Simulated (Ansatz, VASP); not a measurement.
# Rb in VASP and in Ansatz

```
Rb
1.0
     5.05480    0.00000    0.00000
    -2.52740    4.37759    0.00000
     0.00000    0.00000    8.21921
Rb
2
Direct
  0.33333 0.66667 0.25000
  0.66667 0.33333 0.75000
```

Alike in both runs: functional PBE; k mesh 12 × 12 × 6; occupations gaussian, width 0.1 eV; no spin polarisation.

Ansatz relaxed the structure, and its values are those at the end. VASP's run is a single point on that final structure, the one shown.

```csv
,VASP,Ansatz
version,VASP 6.6.1,Ansatz 0.2.0
potentials or method,"VASP PAW PBE potentials, release 64 (Rb_sv), cutoff 500 eV","scalar-relativistic, plane waves, PAW"
valence electrons in the cell,18,18
```

|  | VASP | Ansatz | Ansatz less VASP |
| --- | --- | --- | --- |
| gap on the k mesh at the Fermi level (eV) | none | none | - |
| pressure (GPa) | 0.0 | 0.0 | 0.00 |

A gap of «none» marks a metal or a gap that the smearing closes.
